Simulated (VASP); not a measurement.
# Mg: single point with r2SCAN

The system is Mg.

```
Mg
1.0
     2.89778    0.00000    0.00000
    -1.44889    2.50956    0.00000
     0.00000    0.00000    3.04484
Mg
1
Direct
  0.00000 0.00000 0.00000
```

This cell differs from its parent crystal: strain -0.050 along x and y, +0.000 along z.

| Quantity | Value |
| --- | --- |
| Program | VASP 6.6.1 |
| Task | single point |
| Functional | r2SCAN |
| Potentials or basis | VASP PAW PBE potentials, release 64 (Mg) |
| Cutoff | 520 eV |
| k mesh | 18 × 18 × 16 |
| Occupations | gaussian, width 0.15 eV |
| Spin | no spin polarisation |

The pressure is 5.3 GPa and the band gap on the k mesh is zero (band 1 reaches 6.07 eV, above the bottom of band 2 at -0.27 eV).

Stress tensor (GPa, compression positive):
```
7.85 0.00 0.00
0.00 7.85 0.00
0.00 0.00 0.15
```

Levels at points of the mesh, in eV from the Fermi level:
```
           k point  band 1  band 2  band 3  band 4  band 5
(0.00, 0.00, 0.00)   -7.57    8.19    8.95   14.69   14.69
(0.50, 0.00, 0.00)   -1.84   -0.83    9.61   10.62   13.53
(0.00, 0.00, 0.50)   -3.53   -3.08   16.79   16.79   19.21
(0.50, 0.00, 0.50)    1.45    2.90    3.03    3.67   14.05
```

Wall time 71 s on 1 thread of Intel Xeon 6975P-C (shared host), peak memory 0.18 GiB.

Caveat: the cell differs from its parent crystal (strain -0.050 along x and y, +0.000 along z); the PAW data sets were made with another functional, which shifts forces and pressure a little.
